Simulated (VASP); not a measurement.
# ZrB2 (R-3m) in VASP: further runs, part 2 of 2

VASP 6.6.1. The steps go on from the part before.

## (3) Single point, PBE

This run uses another cell than the first one, of 11.97 Å³/atom.

INCAR

```
SYSTEM = ZrB2
ALGO = Normal ; EDIFF = 1E-7
ENCUT = 520 ; GGA = PE
ISIF = 2 ; ISMEAR = 0
LASPH = .TRUE. ; LCHARG = .TRUE.
LELF = .TRUE. ; LREAL = .FALSE.
LVHAR = .TRUE. ; LWAVE = .FALSE.
NBANDS = 16 ; NELM = 80
PREC = Accurate ; SIGMA = 0.1
```

KPOINTS

```
k-points
0
G
  18 18 18
  0 0 0
```

POSCAR

```
ZrB2
1.0
    1.5630948640      0.9024532405      4.2427909234
   -1.5630948640      0.9024532405      4.2427909234
    0.0000000000     -1.8049064810      4.2427909234
Zr B
1 2
Direct
    0.0000000000      0.0000000000      0.0000000000
    0.8139504057      0.8139504057      0.8139504057
    0.1860495943      0.1860495943      0.1860495943
```

Potentials or basis: VASP PAW PBE potentials, release 64 (Zr_sv, B).

Run with:

```sh
$ cat potpaw_PBE.64/Zr_sv/POTCAR potpaw_PBE.64/B/POTCAR > POTCAR
$ mpirun -np 1 vasp_std > vasp.out
```

OUTCAR:

```text
SYSTEM = ZrB2
   EDIFF = 1E-7
   ENCUT = 520
   GGA = PE
   ISIF = 2
   ISMEAR = 0
   LASPH = .TRUE.
   LREAL = .FALSE.
   NELM = 80
   PREC = Accurate

 ion  position               nearest neighbor table
   1  0.000  0.000  0.000-   2 2.37   3 2.37   2 2.60   2 2.60   3 2.60   3 2.60   2 2.60   3 2.60

   2  0.814  0.814  0.814-   3 1.87   3 1.87   3 1.87   1 2.37   1 2.60   1 2.60   1 2.60
   3  0.186  0.186  0.186-   2 1.87   2 1.87   2 1.87   1 2.37   1 2.60   1 2.60   1 2.60

  LATTYP: Found a trigonal (rhomboedric) cell.
 ALAT       =     4.6107442159
 COS(alpha) =     0.7701425377

  Lattice vectors:

 A1 = (   1.5630948640,   0.9024532405,   4.2427909234)
 A2 = (  -1.5630948640,   0.9024532405,   4.2427909234)
 A3 = (   0.0000000000,  -1.8049064810,   4.2427909234)

Analysis of symmetry for initial positions (statically):
=====================================================================
 Subroutine PRICEL returns:
 Original cell was already a primitive cell.

 Routine SETGRP: Setting up the symmetry group for a
 trigonal (rhombohedral) supercell.

 Subroutine GETGRP returns: Found 12 space group operations
 (whereof 12 operations were pure point group operations)
 out of a pool of 12 trial point group operations.

The static configuration has the point symmetry D_3d.

Analysis of symmetry for dynamics (positions and initial velocities):
=====================================================================
 Subroutine PRICEL returns:
 Original cell was already a primitive cell.

 Routine SETGRP: Setting up the symmetry group for a
 trigonal (rhombohedral) supercell.

 Subroutine GETGRP returns: Found 12 space group operations
 (whereof 12 operations were pure point group operations)
 out of a pool of 12 trial point group operations.

The dynamic configuration has the point symmetry D_3d.

 Subroutine INISYM returns: Found 12 space group operations
 (whereof 12 operations are pure point group operations),
 and found     1 'primitive' translations

----------------------------------------------------------------------------------------

                                     Primitive cell

  volume of cell :      35.9098

  direct lattice vectors                    reciprocal lattice vectors
     1.563094864  0.902453240  4.242790923     0.319878218  0.184681775  0.078564638
    -1.563094864  0.902453240  4.242790923    -0.319878218  0.184681775  0.078564638
     0.000000000 -1.804906481  4.242790923     0.000000000 -0.369363551  0.078564638

  length of vectors
     4.610744216  4.610744216  4.610744216     0.377626581  0.377626581  0.377626581

  position of ions in fractional coordinates (direct lattice)
     0.000000000  0.000000000  0.000000000
     0.813950406  0.813950406  0.813950406
     0.186049594  0.186049594  0.186049594

  ion indices of the primitive-cell ions
   primitive index   ion index
                 1           1
                 2           2
                 3           3

----------------------------------------------------------------------------------------

 KPOINTS: k-points

Automatic generation of k-mesh.
 Grid dimensions read from file:
 generate k-points for:   18   18   18

 Generating k-lattice:

  Cartesian coordinates                     Fractional coordinates (reciprocal lattice)
     0.017771012  0.010260099  0.004364702     0.055555556 -0.000000000 -0.000000000
    -0.017771012  0.010260099  0.004364702    -0.000000000  0.055555556 -0.000000000
     0.000000000 -0.020520197  0.004364702    -0.000000000 -0.000000000  0.055555556

  Length of vectors
     0.020979255  0.020979255  0.020979255

  Shift w.r.t. Gamma in fractional coordinates (k-lattice)
     0.000000000  0.000000000  0.000000000

 Subroutine IBZKPT returns following result:
 ===========================================

 Found    580 irreducible k-points:

 Following reciprocal coordinates:
            Coordinates               Weight
  0.000000  0.000000  0.000000      1.000000
  0.055556 -0.000000  0.000000      6.000000
  0.111111 -0.000000  0.000000      6.000000
  0.166667 -0.000000  0.000000      6.000000
  0.222222 -0.000000  0.000000      6.000000
  0.277778  0.000000  0.000000      6.000000
[... 16 lines left out ...]
 -0.277778  0.055556 -0.000000     12.000000
 -0.222222  0.055556 -0.000000     12.000000
 [... further k-points ...]
   k-points           NKPTS =    580   k-points in BZ     NKDIM =    580   number of bands    NBANDS=     16
   number of dos      NEDOS =    301   number of ions     NIONS =      3
   total plane-waves  NPLWV =  46656
   dimension x,y,z NGX =    36 NGY =   36 NGZ =   36
   dimension x,y,z NGXF=    72 NGYF=   72 NGZF=   72
   ions per type =               1   2
   NGX,Y,Z   is equivalent  to a cutoff of  12.98, 12.98, 12.98 a.u.
   NGXF,Y,Z  is equivalent  to a cutoff of  25.96, 25.96, 25.96 a.u.
 SYSTEM =  ZrB2
   PREC   = accura    normal or accurate (medium, high low for compatibility)
   ISTART =      0    job   : 0-new  1-cont  2-samecut
   ICHARG =      2    charge: 1-file 2-atom 10-const
   ISPIN  =      1    spin polarized calculation?
   LNONCOLLINEAR =      F non collinear calculations
   LSORBIT =      F    spin-orbit coupling
   LASPH  =      T    aspherical Exc in radial PAW
   ENCUT  =  520.0 eV  38.22 Ry    6.18 a.u.   8.57  8.57  8.57*2*pi/ulx,y,z
   NELM   =     80;   NELMIN=  2; NELMDL= -5     # of ELM steps
   EDIFF  = 0.1E-06   stopping-criterion for ELM
   LREAL  =      F    real-space projection
   EDIFFG = 0.1E-05   stopping-criterion for IOM
   NSW    =      0    number of steps for IOM
   IBRION =     -1    ionic relax: 0-MD 1-quasi-New 2-CG
   NFREE  =      0    steps in history (QN), initial steepest desc. (CG)
   ISIF   =      2    stress and relaxation
   ISYM   =      2    0-nonsym 1-usesym 2-fastsym
   POTIM  = 0.5000    time-step for ionic-motion
   TEBEG  =    0.0;   TEEND  =   0.0 temperature during run
   PSTRESS=    0.0 pullay stress
   NELECT =      18.0000    total number of electrons
   NUPDOWN=      -1.0000    fix difference up-down
   EMIN   =  10.00;   EMAX   =-10.00  energy-range for DOS
   EFERMI =   0.00;   METHOD = LEGACY
   ISMEAR =     0;   SIGMA  =   0.10  broadening in eV -4-tet -1-fermi 0-gaus
   EFERMI_NEDOS =   21; number of points for ismear=-14 and -15
   IALGO  =     38    algorithm
   IMIX   =      4    mixing-type and parameters
     AMIX     =   0.40;   BMIX     =  1.00
     AMIX_MAG =   1.60;   BMIX_MAG =  1.00
  volume/ion in A,a.u.               =      11.97        80.78
  Fermi-wavevector in a.u.,A,eV,Ry     =   1.300453  2.457500 23.009877  1.691178
  Thomas-Fermi vector in A             =   2.431651
   LORBIT       =      0    0 simple, 1 ext, 2 COOP (PROOUT), +10 PAW based schemes
   GGA     = PE    functional components
   LHFCALC =     F    Hartree Fock is set to
   AEXX    =    0.0000 exact exchange contribution
   IVDW    =     0    specifies the selected vdW correction
   LEPSILON=     F    determine dielectric tensor
   LRPA    =     F    only Hartree local field effects (RPA)
 non-spin polarized calculation
 Gauss-broadening in eV      SIGMA  =   0.10
  energy-cutoff  :      520.00
  volume of cell :       35.91
 maximum number of plane-waves:       985
   NGX = 17   NGY = 17   NGZ = 17

 number of electron      18.0000000 magnetization

 Free energy of the ion-electron system (eV)
  ---------------------------------------------------
  ext. energy  EPLUGINS =         0.00000000
  ---------------------------------------------------
  free energy    TOTEN  =       -22.28858559 eV

  energy without entropy =      -22.27936821  energy(sigma->0) =      -22.28397690

 E-fermi :   7.6812     XC(G=0): -11.6142

 val. band max:        7.6747090250   @ k =   0.1111   0.1111   0.1111
 cond. band min:       7.6812460457   @ k =  -0.2222   0.2222   0.1111
 fundamental gap:      0.0065370208
 Fermi energy:         7.6812016419

 k-point     1 :       0.0000    0.0000    0.0000
  band No.  band energies     occupation
      1     -40.3717      2.00000
      2     -18.4475      2.00000
      3     -18.0133      2.00000
      4     -18.0133      2.00000
      5      -3.1955      2.00000
      6       4.7166      2.00000
[... 433 lines left out ...]
      3     -18.3634      2.00000
      4     -18.1357      2.00000
      5      -2.0862      2.00000
      6       4.2817      2.00000
[... 8 lines left out ...]
     15      15.7444      0.00000
     16      16.4893      0.00000

 [... further k-points ...]

------------------------ aborting loop because EDIFF is reached ----------------------------------------

  FORCE on cell =-STRESS in cart. coord.  units (eV):
  Direction    XX          YY          ZZ          XY          YZ          ZX
  --------------------------------------------------------------------------------------
  -------------------------------------------------------------------------------------
  Total        0.0099086      0.0099086      0.0306384      0.0000000     -0.0000000      0.0000000
  in kB        0.4420878      0.4420878      1.3669834      0.0000000     -0.0000000      0.0000000
  external PRESSURE =       0.7503864 kB  Pullay stress =       0.0000000 kB

 VOLUME and BASIS-vectors are now :
 -----------------------------------------------------------------------------
  energy-cutoff  :      520.00
  volume of cell :       35.91
      direct lattice vectors                 reciprocal lattice vectors
     1.563094864  0.902453240  4.242790923     0.319878218  0.184681775  0.078564638
    -1.563094864  0.902453240  4.242790923    -0.319878218  0.184681775  0.078564638
     0.000000000 -1.804906481  4.242790923     0.000000000 -0.369363551  0.078564638

 POSITION                                       TOTAL-FORCE (eV/Angst)
 -----------------------------------------------------------------------------------
      0.00000      0.00000      0.00000        -0.000000      0.000000      0.000000
      0.00000      0.00000     10.36026         0.000000      0.000000     -0.003094
      0.00000      0.00000      2.36811         0.000000      0.000000      0.003094
 -----------------------------------------------------------------------------------
    total drift:                                0.000000      0.000000     -0.000000

  FREE ENERGIE OF THE ION-ELECTRON SYSTEM (eV)
  ---------------------------------------------------
  free  energy   TOTEN  =       -22.2885855940 eV

  energy  without entropy=      -22.2793682118  energy(sigma->0) =      -22.28397690
```

stdout:

```text
POSCAR found type information on POSCAR ZrB
 POSCAR found :  2 types and       3 ions
 scaLAPACK will be used
 LDA part: xc-table for (Slater+PW92), standard interpolation
 POSCAR, INCAR and KPOINTS ok, starting setup
 FFT: planning ... GRIDC
 FFT: planning ... GRID_SOFT
 FFT: planning ... GRID
 WAVECAR not read
 entering main loop
```

It took 3.9 min on 1 thread of Intel Xeon 6975P-C (Granite Rapids), shared host; peak memory 0.46 GiB.

Results:

```
Free energy            : -22.2886 eV
Pressure               : 0.1 GPa
Largest force          : 0.003 eV/Å
Band gap on the k mesh : zero (bands 9 and 10 overlap by 1.72 eV)
```

Forces on the atoms (eV/Å):
```
Zr   0.000  0.000  0.000
B    0.000  0.000 -0.003
B    0.000  0.000  0.003
```

Levels at points of the mesh, in eV from the Fermi level:
```
           k point  band 7  band 8  band 9  band 10  band 11  band 12
(0.00, 0.00, 0.00)   -2.03   -0.10   -0.10     2.18     2.18     6.50
(0.50, 0.00, 0.00)   -2.28   -1.87   -1.29    -0.04     5.53     5.99
(0.50, 0.50, 0.00)   -3.47   -0.91   -0.76     0.77     2.86     5.19
(0.50, 0.50, 0.50)   -1.02    1.28    1.28     1.45     1.45     3.98
```

## (4) Relaxation of cell and atoms, PBE

This run uses another cell than the first one, of 11.94 Å³/atom.

INCAR

```
SYSTEM = ZrB2
PREC     = Accurate       ! precision mode
ENCUT    = 600            ! plane-wave cutoff, eV
EDIFF    = 1E-6           ! SCF threshold, eV
ISMEAR   = 0              ! smearing method
SIGMA    = 0.1            ! smearing width, eV
LREAL    = .False.        ! projectors in reciprocal space
LASPH    = .True.         ! aspherical terms in the spheres
NELM     = 80             ! most SCF steps
ALGO     = Normal         ! electronic algorithm
ISIF     = 3              ! what is computed and relaxed
LWAVE    = .False.        ! write WAVECAR
LCHARG   = .False.        ! write CHGCAR
GGA      = PE             ! functional
IBRION   = 2              ! ionic algorithm
NSW      = 100            ! ionic steps
EDIFFG   = -0.01          ! ionic threshold
```

KPOINTS

```
Automatic mesh
0
Gamma
  18 18 18
  0 0 0
```

POSCAR

```
ZrB2
1.0
    1.5599289671      0.9006254091      4.2499824800
   -1.5599289671      0.9006254091      4.2499824800
    0.0000000000     -1.8012508182      4.2499824800
Zr B
1 2
Direct
    0.0000000000      0.0000000000      0.0000000000
    0.8139618448      0.8139618448      0.8139618448
    0.1860381552      0.1860381552      0.1860381552
```

Run with:

```sh
$ cat potpaw_PBE.64/Zr_sv/POTCAR potpaw_PBE.64/B/POTCAR > POTCAR
$ mpirun -np 1 vasp_std > vasp.out
```

Run time: 11 min. Hardware: 1 thread of Intel Xeon 6975P-C (Granite Rapids), shared host; peak memory 0.54 GiB.

It converged, with:

| Item | Value |
| --- | --- |
| Free energy | -22.2902 eV |
| Relaxed volume | 11.97 Å³/atom |
| Relaxed cell | a = 4.612 Å, b = 4.612 Å, c = 4.612 Å, α = 39.62°, β = 39.62°, γ = 39.62° |
| Space group after relaxing (to 0.1 Å) | R-3m (No. 166) |
| Energy gained by relaxing | 0.1 meV/atom |
| Ionic steps | 6 |
| Pressure after relaxing | 0.1 GPa |
| Largest force after relaxing | 0.009 eV/Å |
| Band gap on the k mesh | zero (bands 9 and 10 overlap by 1.72 eV) |

Forces in eV/Å, atoms in the order of the input:
```
Zr   0.000  0.000  0.000
B    0.000  0.000 -0.009
B    0.000  0.000  0.009
```

The path:
```tsv
step	energy change (eV)	largest force (eV/Å)	pressure (GPa)	volume (Å³)
1	0.0000	0.0187	0.32	35.83
2	-0.0003	0.0111	-0.14	35.95
3	-0.0003	0.0081	-0.11	35.93
4	-0.0003	0.0068	-0.08	35.93
5	-0.0003	0.0070	-0.06	35.93
6	-0.0003	0.0093	0.06	35.91
```

Final structure:
```
Zr B
1.0
     1.56290    0.90234    4.24373
    -1.56290    0.90234    4.24373
     0.00000   -1.80468    4.24373
Zr B
1 2
Direct
  0.00000 0.00000 0.00000
  0.81400 0.81400 0.81400
  0.18600 0.18600 0.18600
```

Levels at points of the mesh, in eV from the Fermi level:
```tsv
k point	band 5	band 6	band 7	band 8	band 9	band 10	band 11	band 12	band 13
(0.00, 0.00, 0.00)	-10.88	-2.96	-2.03	-0.10	-0.10	2.18	2.18	6.49	6.49
(0.50, 0.00, 0.00)	-7.75	-5.72	-2.28	-1.87	-1.30	-0.04	5.53	5.99	6.26
(0.50, 0.50, 0.00)	-6.84	-6.45	-3.47	-0.92	-0.76	0.77	2.86	5.19	6.08
(0.50, 0.50, 0.50)	-9.57	-5.61	-1.03	1.28	1.28	1.45	1.45	3.98	3.98
```

## (5) Summary

| task | cell | k mesh | cutoff (eV) | gap on the mesh (eV) | pressure (GPa) | largest force (eV/Å) |
| --- | --- | --- | --- | --- | --- | --- |
| single point | a = 4.665 Å, angles 36.0°, 3 atoms, atomic positions A | 9 × 9 × 9 | 520 | none | 102.6 | 7.25 |
| single point | a = 4.611 Å, angles 39.6°, 3 atoms, atomic positions B | 18 × 18 × 18 | 520 | none | 0.1 | - |
| relaxation of cell and atoms | relaxed from a = 4.616 Å, angles 39.5°, 3 atoms, atomic positions B | 18 × 18 × 18 | 600 | none | 0.1 | 0.01 |

Alike in all rows: level PBE; potentials or basis VASP PAW PBE potentials, release 64 (Zr_sv, B); no spin polarisation; smearing gaussian 0.1 eV.

Caveats: the stress differs along the axes, from 54 to 127 GPa (at least some runs); forces of over 1 eV/Å act on the atoms, so gaps and moduli don't describe the material at rest (at least some runs).

Absolute energies hang on the potentials; compare differences alone.

The gap in the log of VASP goes by the Fermi energy; the results here count the filled bands.